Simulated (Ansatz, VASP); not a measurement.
AlN: VASP beside Ansatz

```
Al N
1.0
     3.37708    0.00000    0.00000
    -1.68854    2.92463    0.00000
     0.00000    0.00000    4.26969
Al N
2 2
Cartesian
  1.6885 0.9749 1.0674
  0.0000 1.9498 3.2023
  1.6885 0.9749 3.2023
  0.0000 1.9498 1.0674
```

Change from the starting cell: volume scaled by 1.06.

Alike in both runs: task single point; functional PBE; k mesh 9 × 9 × 7; occupations fermi-dirac, width 0.05 eV; no spin polarisation.

|  | VASP | Ansatz |
| --- | --- | --- |
| version | VASP 6.6.1 | Ansatz 0.2.0 |
| potentials or method | VASP PAW PBE potentials, release 64 (Al, N), cutoff 520 eV | all-electron LAPW, scalar-relativistic |

Ansatz gave:

- gap on the k mesh at the Fermi level (eV): 2.83
- least direct gap on the mesh (eV): 2.83
- pressure (GPa): -10.5
- traceless stress, the component that is largest in VASP (GPa): 1.39

Question: Estimate VASP's values.

Answer: gap on the k mesh at the Fermi level (eV): 2.83; least direct gap on the mesh (eV): 2.83; pressure (GPa): -10.8; traceless stress, the component that is largest in VASP (GPa): 1.47.

Ansatz ran all-electron here, and VASP with PAW potentials.
